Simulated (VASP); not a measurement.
# Co (P6_3/mmc) in VASP: single point with PBE

Aim: the single point of Co with PBE.

All numbers are computed with VASP 6.6.1; they aren't measurements. Logs are shortened: lines on timing, memory, paths and dates and some standing lists are left out, and cuts for length are marked.

## (1) The cell of the first run

Symmetry: P6_3/mmc, No. 194, hexagonal system. Conventional cell: a = 2.493 Å, b = 2.493 Å, c = 4.031 Å, α = 90.00°, β = 90.00°, γ = 120.00°. Within 3.3 Å of Co (site symmetry -6m2) lie 12 Co at 2.48 to 2.49 Å.

## (2) Single point, PBE, collinear spin, ferromagnetic start

INCAR reads:

```
SYSTEM = Co
PREC     = Accurate       ! precision mode
ENCUT    = 690            ! plane-wave cutoff, eV
EDIFF    = 1E-6           ! SCF threshold, eV
ISMEAR   = 0              ! smearing method
SIGMA    = 0.05           ! smearing width, eV
LREAL    = .FALSE.        ! projectors in reciprocal space
LASPH    = .TRUE.         ! aspherical terms in the spheres
NELM     = 200            ! most SCF steps
ALGO     = Normal         ! electronic algorithm
ISIF     = 2              ! what is computed and relaxed
LWAVE    = .FALSE.        ! write WAVECAR
LCHARG   = .TRUE.         ! write CHGCAR
ISPIN    = 2              ! spin polarisation
MAGMOM   = 0.5 0.5        ! initial moments
LORBIT   = 11             ! projections on sites
LMAXMIX  = 4              ! l up to which the mixer works
GGA      = PE             ! functional
LELF     = .TRUE.         ! ELF
LVHAR    = .TRUE.       
NBANDS   = 28             ! bands
GGA_COMPAT= .FALSE.
```

KPOINTS reads:

```
regular mesh
0
G
  20 20 10
  0 0 0
```

POSCAR reads:

```
Co
1.0
    2.4933817724      0.0000000000      0.0000000000
   -1.2466908862      2.1593319562      0.0000000000
    0.0000000000      0.0000000000      4.0310557463
Co
2
Direct
    0.3333333333      0.6666666667      0.7500000000
    0.6666666667      0.3333333333      0.2500000000
```

Potentials or basis: VASP PAW PBE potentials, release 64 (Co_sv).

On the command line:

```bash
cat potpaw_PBE.64/Co_sv/POTCAR > POTCAR
mpirun -np 1 vasp_std > vasp.out
```

OUTCAR:

```text
SYSTEM = Co
   PREC = Accurate
   ENCUT = 690
   EDIFF = 1E-6
   ISMEAR = 0
   LREAL = .FALSE.
   LASPH = .TRUE.
   NELM = 200
   ISIF = 2
   ISPIN = 2
   LORBIT = 11
   GGA = PE

 ion  position               nearest neighbor table
   1  0.333  0.667  0.750-   2 2.48   2 2.48   2 2.48   2 2.48   2 2.48   2 2.48
   2  0.667  0.333  0.250-   1 2.48   1 2.48   1 2.48   1 2.48   1 2.48   1 2.48

  LATTYP: Found a hexagonal cell.
 ALAT       =     2.4933817724
 C/A-ratio  =     1.6167021797

  Lattice vectors:

 A1 = (   2.4933817724,   0.0000000000,   0.0000000000)
 A2 = (  -1.2466908862,   2.1593319562,   0.0000000000)
 A3 = (   0.0000000000,   0.0000000000,   4.0310557463)

Analysis of symmetry for initial positions (statically):
=====================================================================
 Subroutine PRICEL returns:
 Original cell was already a primitive cell.

 Routine SETGRP: Setting up the symmetry group for a
 hexagonal supercell.

 Subroutine GETGRP returns: Found 24 space group operations
 (whereof 12 operations were pure point group operations)
 out of a pool of 24 trial point group operations.

The static configuration has the point symmetry D_3d.
 The point group associated with its full space group is D_6h.

Analysis of symmetry for dynamics (positions and initial velocities):
=====================================================================
 Subroutine PRICEL returns:
 Original cell was already a primitive cell.

 Routine SETGRP: Setting up the symmetry group for a
 hexagonal supercell.

 Subroutine GETGRP returns: Found 24 space group operations
 (whereof 12 operations were pure point group operations)
 out of a pool of 24 trial point group operations.

The dynamic configuration has the point symmetry D_3d.
 The point group associated with its full space group is D_6h.

Analysis of structural, dynamic, and magnetic symmetry:
=====================================================================
 Subroutine PRICEL returns:
 Original cell was already a primitive cell.

 Routine SETGRP: Setting up the symmetry group for a
 hexagonal supercell.

 Subroutine GETGRP returns: Found 24 space group operations
 (whereof 12 operations were pure point group operations)
 out of a pool of 24 trial point group operations.

The overall configuration has the point symmetry D_3d.
 The point group associated with its full space group is D_6h.

 Subroutine INISYM returns: Found 24 space group operations
 (whereof 12 operations are pure point group operations),
 and found     1 'primitive' translations
[... 117 lines left out ...]
  Fermi-wavevector in a.u.,A,eV,Ry     =   1.901336  3.593003 49.186115  3.615077
  Thomas-Fermi vector in A             =   2.940243
   LORBIT       =     11    0 simple, 1 ext, 2 COOP (PROOUT), +10 PAW based schemes
   GGA     = PE    functional components
   LHFCALC =     F    Hartree Fock is set to
   AEXX    =    0.0000 exact exchange contribution
   IVDW    =     0    specifies the selected vdW correction
   LEPSILON=     F    determine dielectric tensor
   LRPA    =     F    only Hartree local field effects (RPA)
 spin polarized calculation
 Gauss-broadening in eV      SIGMA  =   0.05
  energy-cutoff  :      690.00
  volume of cell :       21.70
 maximum number of plane-waves:       917
 NGX is ok and might be reduce to    24
   NGX = 11   NGY = 11   NGZ = 17

 number of electron      34.0000013 magnetization       3.2070604

 Free energy of the ion-electron system (eV)
  ---------------------------------------------------
  ext. energy  EPLUGINS =         0.00000000
  ---------------------------------------------------
  free energy    TOTEN  =       -14.24689392 eV

  energy without entropy =      -14.24462314  energy(sigma->0) =      -14.24575853

 E-fermi :  12.0179     XC(G=0): -13.9016

 val. band max:       12.0158237397   @ k =   0.2000   0.1000   0.3000
 cond. band min:      12.0181082818   @ k =   0.1500   0.1000   0.4000
 fundamental gap:      0.0022845421
 Fermi energy:        12.0178800299

 spin component 1

 k-point     1 :       0.0000    0.0000    0.0000
  band No.  band energies     occupation
      1     -84.0691      1.00000
      2     -84.0126      1.00000
      3     -47.4624      1.00000
      4     -47.1791      1.00000
      5     -47.1791      1.00000
      6     -47.1353      1.00000
[... 733 lines left out ...]
     27      36.1182      0.00000
     28      37.1168      0.00000

 [... further k-points ...]

 spin component 2

 k-point     1 :       0.0000    0.0000    0.0000
  band No.  band energies     occupation
      1     -82.0095      1.00000
      2     -81.9487      1.00000
      3     -45.4680      1.00000
      4     -45.1685      1.00000
      5     -45.1685      1.00000
      6     -45.1167      1.00000
[... 733 lines left out ...]
     27      36.4214      0.00000
     28      37.4707      0.00000

 [... further k-points ...]

------------------------ aborting loop because EDIFF is reached ----------------------------------------

  FORCE on cell =-STRESS in cart. coord.  units (eV):
  Direction    XX          YY          ZZ          XY          YZ          ZX
  --------------------------------------------------------------------------------------
  -------------------------------------------------------------------------------------
  Total       -0.1843608     -0.1843608     -0.1827431      0.0000000      0.0000000      0.0000000
  in kB      -13.6098164    -13.6098164    -13.4903946      0.0000000      0.0000000      0.0000000
  external PRESSURE =     -13.5700092 kB  Pullay stress =       0.0000000 kB

 VOLUME and BASIS-vectors are now :
 -----------------------------------------------------------------------------
  energy-cutoff  :      690.00
  volume of cell :       21.70
      direct lattice vectors                 reciprocal lattice vectors
     2.493381772  0.000000000  0.000000000     0.401061727  0.231553096  0.000000000
    -1.246690886  2.159331956  0.000000000     0.000000000  0.463106192  0.000000000
     0.000000000  0.000000000  4.031055746     0.000000000  0.000000000  0.248073969

 POSITION                                       TOTAL-FORCE (eV/Angst)
 -----------------------------------------------------------------------------------
     -0.00000      1.43955      3.02329         0.000000     -0.000000      0.000000
      1.24669      0.71978      1.00776        -0.000000      0.000000      0.000000
 -----------------------------------------------------------------------------------
    total drift:                               -0.000000      0.000000     -0.000000

  FREE ENERGIE OF THE ION-ELECTRON SYSTEM (eV)
  ---------------------------------------------------
  free  energy   TOTEN  =       -14.2468939151 eV

  energy  without entropy=      -14.2446231387  energy(sigma->0) =      -14.24575853

 total charge

# of ion       s       p       d       tot
------------------------------------------
    1        2.246   6.120   6.692  15.058
    2        2.246   6.120   6.692  15.058
--------------------------------------------------
tot          4.491  12.240  13.384  30.115

 magnetization (x)

# of ion       s       p       d       tot
------------------------------------------
    1       -0.005  -0.015   1.698   1.678
    2       -0.005  -0.015   1.698   1.678
--------------------------------------------------
tot         -0.010  -0.030   3.396   3.356
```

It took 3.5 min on 1 thread of Intel Xeon 6975P-C (Granite Rapids), shared host; peak memory 0.41 GiB.

Results:

| Quantity | Value |
| --- | --- |
| Free energy | -14.2469 eV |
| Pressure | -1.4 GPa |
| Net moment | 3.21 μB per cell |
| Site moments | Co +1.68 μB |
| Valence electrons inside the program's atomic spheres | Co 15.06 |
